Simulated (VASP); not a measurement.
# GaMo (P2_13) in VASP: a series of runs

GaMo is run at these levels: PBE; tasks: single point.

Everything below comes from runs of VASP 6.6.1. Logs are shortened: lines on timing, memory, paths and dates and some standing lists are left out, and cuts for length are marked.

## Step 1: The cell of the first run

It takes space group P2_13 (No. 198, cubic). The conventional cell has a = 5.009 Å, b = 5.009 Å, c = 5.009 Å, α = 90.00°, β = 90.00°, γ = 90.00°. Ga (site symmetry 3) has 7 Mo at 2.54 to 2.75 Å and 6 Ga at 3.09 Å within 3.4 Å. Mo (site symmetry 3) has 7 Ga at 2.54 to 2.75 Å and 6 Mo at 3.08 Å within 3.4 Å.

The cell was generated, and may not be a known phase.

## Step 2: Single point, PBE

File INCAR:

```
SYSTEM = GaMo
  ALGO = Fast
  EDIFF = 1E-7
  ENCUT = 520
  GGA = PE
  ISIF = 2
  ISMEAR = 0
  LASPH = .TRUE.
  LCHARG = .FALSE.
  LREAL = .FALSE.
  LWAVE = .FALSE.
  NBANDS = 64
  NELM = 80
  PREC = Accurate
  SIGMA = 0.2
```

File KPOINTS:

```
k-points
0
G
  3 3 3
  0 0 0
```

File POSCAR:

```
GaMo
1.0
    5.0090149044      0.0000000000      0.0000000000
    0.0000000000      5.0090149044      0.0000000000
    0.0000000000      0.0000000000      5.0090149044
Ga Mo
4 4
Direct
    0.8494052979      0.6505947021      0.3494052979
    0.6505947021      0.3494052979      0.8494052979
    0.3494052979      0.8494052979      0.6505947021
    0.1505947021      0.1505947021      0.1505947021
    0.1425580431      0.3574419569      0.6425580431
    0.3574419569      0.6425580431      0.1425580431
    0.6425580431      0.1425580431      0.3574419569
    0.8574419569      0.8574419569      0.8574419569
```

Potentials or basis: VASP PAW PBE potentials, release 64 (Ga_d, Mo_sv).

On the command line:

```
> cat potpaw_PBE.64/Ga_d/POTCAR potpaw_PBE.64/Mo_sv/POTCAR > POTCAR
> mpirun -np 1 vasp_std > vasp.out
```

OUTCAR:

```text
SYSTEM = GaMo
   EDIFF = 1E-7
   ENCUT = 520
   GGA = PE
   ISIF = 2
   ISMEAR = 0
   LASPH = .TRUE.
   LREAL = .FALSE.
   NELM = 80
   PREC = Accurate

 ion  position               nearest neighbor table
   1  0.849  0.651  0.349-   5 2.54   6 2.67   7 2.67   8 2.67   6 2.75   8 2.75   7 2.75
   2  0.651  0.349  0.849-   6 2.54   5 2.67   7 2.67   8 2.67   5 2.75   7 2.75   8 2.75
   3  0.349  0.849  0.651-   7 2.54   6 2.67   5 2.67   8 2.67   8 2.75   5 2.75   6 2.75
   4  0.151  0.151  0.151-   8 2.54   6 2.67   7 2.67   5 2.67   7 2.75   6 2.75   5 2.75
   5  0.143  0.357  0.643-   1 2.54   2 2.67   3 2.67   4 2.67   2 2.75   4 2.75   3 2.75   7 3.08
                             8 3.08   6 3.08   6 3.08   8 3.08   7 3.08
   6  0.357  0.643  0.143-   2 2.54   1 2.67   3 2.67   4 2.67   1 2.75   3 2.75   4 2.75   7 3.08
                             8 3.08   5 3.08   7 3.08   5 3.08   8 3.08
   7  0.643  0.143  0.357-   3 2.54   2 2.67   1 2.67   4 2.67   4 2.75   1 2.75   2 2.75   6 3.08
                             8 3.08   5 3.08   8 3.08   6 3.08   5 3.08
   8  0.857  0.857  0.857-   4 2.54   2 2.67   3 2.67   1 2.67   3 2.75   2 2.75   1 2.75   5 3.08
                             7 3.08   6 3.08   5 3.08   7 3.08   6 3.08

  LATTYP: Found a simple cubic cell.
 ALAT       =     5.0090149044

  Lattice vectors:

 A1 = (   5.0090149044,   0.0000000000,   0.0000000000)
 A2 = (   0.0000000000,   5.0090149044,   0.0000000000)
 A3 = (   0.0000000000,   0.0000000000,   5.0090149044)

Analysis of symmetry for initial positions (statically):
=====================================================================
 Subroutine PRICEL returns:
 Original cell was already a primitive cell.

 Routine SETGRP: Setting up the symmetry group for a
 simple cubic supercell.

 Subroutine GETGRP returns: Found 12 space group operations
 (whereof  3 operations were pure point group operations)
 out of a pool of 48 trial point group operations.

The static configuration has the point symmetry C_3 .
 The point group associated with its full space group is T   .

Analysis of symmetry for dynamics (positions and initial velocities):
=====================================================================
 Subroutine PRICEL returns:
 Original cell was already a primitive cell.

 Routine SETGRP: Setting up the symmetry group for a
 simple cubic supercell.

 Subroutine GETGRP returns: Found 12 space group operations
 (whereof  3 operations were pure point group operations)
 out of a pool of 48 trial point group operations.

The dynamic configuration has the point symmetry C_3 .
 The point group associated with its full space group is T   .

 Subroutine INISYM returns: Found 12 space group operations
 (whereof  3 operations are pure point group operations),
 and found     1 'primitive' translations

----------------------------------------------------------------------------------------

                                     Primitive cell

  volume of cell :     125.6773

  direct lattice vectors                    reciprocal lattice vectors
     5.009014904  0.000000000  0.000000000     0.199640053  0.000000000  0.000000000
     0.000000000  5.009014904  0.000000000     0.000000000  0.199640053  0.000000000
     0.000000000  0.000000000  5.009014904     0.000000000  0.000000000  0.199640053

  length of vectors
     5.009014904  5.009014904  5.009014904     0.199640053  0.199640053  0.199640053

  position of ions in fractional coordinates (direct lattice)
     0.849405298  0.650594702  0.349405298
     0.650594702  0.349405298  0.849405298
     0.349405298  0.849405298  0.650594702
     0.150594702  0.150594702  0.150594702
     0.142558043  0.357441957  0.642558043
     0.357441957  0.642558043  0.142558043
     0.642558043  0.142558043  0.357441957
     0.857441957  0.857441957  0.857441957

  ion indices of the primitive-cell ions
   primitive index   ion index
                 1           1
                 2           2
                 3           3
                 4           4
                 5           5
                 6           6
                 7           7
                 8           8

----------------------------------------------------------------------------------------

 KPOINTS: k-points

Automatic generation of k-mesh.
 Grid dimensions read from file:
 generate k-points for:    3    3    3

 Generating k-lattice:

  Cartesian coordinates                     Fractional coordinates (reciprocal lattice)
     0.066546684  0.000000000  0.000000000     0.333333333  0.000000000  0.000000000
     0.000000000  0.066546684  0.000000000     0.000000000  0.333333333  0.000000000
     0.000000000  0.000000000  0.066546684     0.000000000  0.000000000  0.333333333

  Length of vectors
     0.066546684  0.066546684  0.066546684

  Shift w.r.t. Gamma in fractional coordinates (k-lattice)
     0.000000000  0.000000000  0.000000000

 Subroutine IBZKPT returns following result:
 ===========================================

 Found      4 irreducible k-points:

 Following reciprocal coordinates:
            Coordinates               Weight
  0.000000  0.000000  0.000000      1.000000
  0.333333  0.000000  0.000000      6.000000
  0.333333  0.333333  0.000000     12.000000
  0.333333  0.333333  0.333333      8.000000
   k-points           NKPTS =      4   k-points in BZ     NKDIM =      4   number of bands    NBANDS=     64
   number of dos      NEDOS =    301   number of ions     NIONS =      8
   total plane-waves  NPLWV =  64000
   dimension x,y,z NGX =    40 NGY =   40 NGZ =   40
   dimension x,y,z NGXF=    80 NGYF=   80 NGZF=   80
   ions per type =               4   4
   NGX,Y,Z   is equivalent  to a cutoff of  13.28, 13.28, 13.28 a.u.
   NGXF,Y,Z  is equivalent  to a cutoff of  26.55, 26.55, 26.55 a.u.
 SYSTEM =  GaMo
   PREC   = accura    normal or accurate (medium, high low for compatibility)
   ISTART =      0    job   : 0-new  1-cont  2-samecut
   ICHARG =      2    charge: 1-file 2-atom 10-const
   ISPIN  =      1    spin polarized calculation?
   LNONCOLLINEAR =      F non collinear calculations
   LSORBIT =      F    spin-orbit coupling
   LASPH  =      T    aspherical Exc in radial PAW
   ENCUT  =  520.0 eV  38.22 Ry    6.18 a.u.   9.31  9.31  9.31*2*pi/ulx,y,z
   NELM   =     80;   NELMIN=  2; NELMDL= -5     # of ELM steps
   EDIFF  = 0.1E-06   stopping-criterion for ELM
   LREAL  =      F    real-space projection
   EDIFFG = 0.1E-05   stopping-criterion for IOM
   NSW    =      0    number of steps for IOM
   IBRION =     -1    ionic relax: 0-MD 1-quasi-New 2-CG
   NFREE  =      0    steps in history (QN), initial steepest desc. (CG)
   ISIF   =      2    stress and relaxation
   ISYM   =      2    0-nonsym 1-usesym 2-fastsym
   POTIM  = 0.5000    time-step for ionic-motion
   TEBEG  =    0.0;   TEEND  =   0.0 temperature during run
   PSTRESS=    0.0 pullay stress
   NELECT =     108.0000    total number of electrons
   NUPDOWN=      -1.0000    fix difference up-down
   EMIN   =  10.00;   EMAX   =-10.00  energy-range for DOS
   EFERMI =   0.00;   METHOD = LEGACY
   ISMEAR =     0;   SIGMA  =   0.20  broadening in eV -4-tet -1-fermi 0-gaus
   EFERMI_NEDOS =   21; number of points for ismear=-14 and -15
   IALGO  =     68    algorithm
   IMIX   =      4    mixing-type and parameters
     AMIX     =   0.40;   BMIX     =  1.00
     AMIX_MAG =   1.60;   BMIX_MAG =  1.00
  volume/ion in A,a.u.               =      15.71       106.01
  Fermi-wavevector in a.u.,A,eV,Ry     =   1.556433  2.941232 32.959891  2.422484
  Thomas-Fermi vector in A             =   2.660230
   LORBIT       =      0    0 simple, 1 ext, 2 COOP (PROOUT), +10 PAW based schemes
   GGA     = PE    functional components
   LHFCALC =     F    Hartree Fock is set to
   AEXX    =    0.0000 exact exchange contribution
   IVDW    =     0    specifies the selected vdW correction
   LEPSILON=     F    determine dielectric tensor
   LRPA    =     F    only Hartree local field effects (RPA)
 non-spin polarized calculation
 RMM-DIIS sequential band-by-band and
 Gauss-broadening in eV      SIGMA  =   0.20
  energy-cutoff  :      520.00
  volume of cell :      125.68
 maximum number of plane-waves:      3407
 NGX is ok and might be reduce to    40
   NGX = 19   NGY = 19   NGZ = 19

 number of electron     108.0000021 magnetization

 Free energy of the ion-electron system (eV)
  ---------------------------------------------------
  ext. energy  EPLUGINS =         0.00000000
  ---------------------------------------------------
  free energy    TOTEN  =       -54.86391739 eV

  energy without entropy =      -54.76734313  energy(sigma->0) =      -54.81563026

 E-fermi :   9.3293     XC(G=0): -12.6661

 val. band max:        9.2946071522   @ k =   0.3333   0.3333   0.3333
 cond. band min:       9.3927937453   @ k =   0.3333   0.0000   0.0000
 fundamental gap:      0.0981865931
 Fermi energy:         9.3292521338

 k-point     1 :       0.0000    0.0000    0.0000
  band No.  band energies     occupation
      1     -51.4340      2.00000
      2     -51.3796      2.00000
      3     -51.3796      2.00000
      4     -51.3796      2.00000
      5     -25.6215      2.00000
      6     -25.6215      2.00000
[... 56 lines left out ...]
     63      12.3333      0.00000
     64      14.1850      0.00000

 k-point     2 :       0.3333    0.0000    0.0000
  band No.  band energies     occupation
      1     -51.4235      2.00000
      2     -51.3999      2.00000
      3     -51.3764      2.00000
      4     -51.3728      2.00000
      5     -25.6659      2.00000
      6     -25.6502      2.00000
[... 56 lines left out ...]
     63      13.3759      0.00000
     64      13.8686      0.00000

 k-point     3 :       0.3333    0.3333    0.0000
  band No.  band energies     occupation
      1     -51.4157      2.00000
      2     -51.4022      2.00000
      3     -51.3797      2.00000
      4     -51.3751      2.00000
      5     -25.6659      2.00000
      6     -25.6458      2.00000
[... 56 lines left out ...]
     63      12.9292      0.00000
     64      13.5119      0.00000

 k-point     4 :       0.3333    0.3333    0.3333
  band No.  band energies     occupation
      1     -51.4087      2.00000
      2     -51.3998      2.00000
      3     -51.3844      2.00000
      4     -51.3796      2.00000
      5     -25.6778      2.00000
      6     -25.6627      2.00000
[... 56 lines left out ...]
     63      12.8080      0.00000
     64      13.1666      0.00000

------------------------ aborting loop because EDIFF is reached ----------------------------------------

  FORCE on cell =-STRESS in cart. coord.  units (eV):
  Direction    XX          YY          ZZ          XY          YZ          ZX
  --------------------------------------------------------------------------------------
  -------------------------------------------------------------------------------------
  Total        0.0554744      0.0554744      0.0554744      0.0000000      0.0000000     -0.0000000
  in kB        0.7072059      0.7072059      0.7072059      0.0000000      0.0000000     -0.0000000
  external PRESSURE =       0.7072059 kB  Pullay stress =       0.0000000 kB

 VOLUME and BASIS-vectors are now :
 -----------------------------------------------------------------------------
  energy-cutoff  :      520.00
  volume of cell :      125.68
      direct lattice vectors                 reciprocal lattice vectors
     5.009014904  0.000000000  0.000000000     0.199640053  0.000000000  0.000000000
     0.000000000  5.009014904  0.000000000     0.000000000  0.199640053  0.000000000
     0.000000000  0.000000000  5.009014904     0.000000000  0.000000000  0.199640053

 POSITION                                       TOTAL-FORCE (eV/Angst)
 -----------------------------------------------------------------------------------
      4.25468      3.25884      1.75018        -0.018089      0.018089     -0.018089
      3.25884      1.75018      4.25468         0.018089     -0.018089     -0.018089
      1.75018      4.25468      3.25884        -0.018089     -0.018089      0.018089
      0.75433      0.75433      0.75433         0.018089      0.018089      0.018089
      0.71408      1.79043      3.21858         0.058443     -0.058443      0.058443
      1.79043      3.21858      0.71408        -0.058443      0.058443      0.058443
      3.21858      0.71408      1.79043         0.058443      0.058443     -0.058443
      4.29494      4.29494      4.29494        -0.058443     -0.058443     -0.058443
 -----------------------------------------------------------------------------------
    total drift:                                0.000000      0.000000     -0.000000

  FREE ENERGIE OF THE ION-ELECTRON SYSTEM (eV)
  ---------------------------------------------------
  free  energy   TOTEN  =       -54.8639173908 eV

  energy  without entropy=      -54.7673431299  energy(sigma->0) =      -54.81563026
```

It took 95 s on 1 thread of Intel Xeon 8259CL, shared host; peak memory 0.24 GiB.

Results:

- Free energy: -54.8639 eV
- Pressure: 0.1 GPa
- Largest force: 0.101 eV/Å
- Band gap on the k mesh: zero (bands 54 and 55 overlap by 0.29 eV)

Forces on the atoms (eV/Å):
```
Ga  -0.018  0.018 -0.018
Ga   0.018 -0.018 -0.018
Ga  -0.018 -0.018  0.018
Ga   0.018  0.018  0.018
Mo   0.058 -0.058  0.058
Mo  -0.058  0.058  0.058
Mo   0.058  0.058 -0.058
Mo  -0.058 -0.058 -0.058
```

Caveat: the k points lie up to 0.42 Å⁻¹ apart.

## Step 3: Single point, PBE

This run uses another cell than the first one, of 15.67 Å³/atom.

File INCAR:

```
ALGO = Fast ; EDIFF = 1E-6
ENCUT = 520 ; GGA = PE
ISIF = 2 ; ISMEAR = 0
LASPH = True ; LCHARG = False
LREAL = False ; LWAVE = False
NBANDS = 64 ; NELM = 80
PREC = Accurate ; SIGMA = 0.2
```

File KPOINTS:

```
k-points
0
Gamma
  3 3 3
```

File POSCAR:

```
GaMo
1.0
    5.0053158996      0.0000000000      0.0000000000
    0.0000000000      5.0053158996      0.0000000000
    0.0000000000      0.0000000000      5.0053158996
Ga Mo
4 4
Direct
    0.6506140453      0.1506140453      0.3493859547
    0.8493859547      0.8493859547      0.8493859547
    0.1506140453      0.3493859547      0.6506140453
    0.3493859547      0.6506140453      0.1506140453
    0.3566140046      0.8566140046      0.6433859954
    0.1433859954      0.1433859954      0.1433859954
    0.8566140046      0.6433859954      0.3566140046
    0.6433859954      0.3566140046      0.8566140046
```

Potentials or basis: VASP PAW PBE potentials, release 64 (Ga_d, Mo_sv).

On the command line:

```
> cat potpaw_PBE.64/Ga_d/POTCAR potpaw_PBE.64/Mo_sv/POTCAR > POTCAR
> mpirun -np 1 vasp_std > vasp.out
```

Wall time 85 s (1 thread of Intel Xeon 8259CL, shared host); peak memory 0.24 GiB.

Results (log left out):

* Free energy: -54.8649 eV
* Pressure: 0.3 GPa
* Largest force: 0.027 eV/Å
* Band gap on the k mesh: zero (bands 54 and 55 overlap by 0.28 eV)

Forces in eV/Å, atoms in the order of the input:
```
Ga   0.015  0.015 -0.015
Ga  -0.015 -0.015 -0.015
Ga   0.015 -0.015  0.015
Ga  -0.015  0.015  0.015
Mo   0.009  0.009 -0.009
Mo  -0.009 -0.009 -0.009
Mo   0.009 -0.009  0.009
Mo  -0.009  0.009  0.009
```

Levels at points of the mesh, in eV from the Fermi level:
```
           k point  band 52  band 53  band 54  band 55  band 56  band 57
(0.00, 0.00, 0.00)    -1.52    -0.32    -0.32    -0.32     1.62     1.62
```

Caveat: the k points lie up to 0.42 Å⁻¹ apart.

The gap in the log of VASP goes by the Fermi energy; the results here count the filled bands.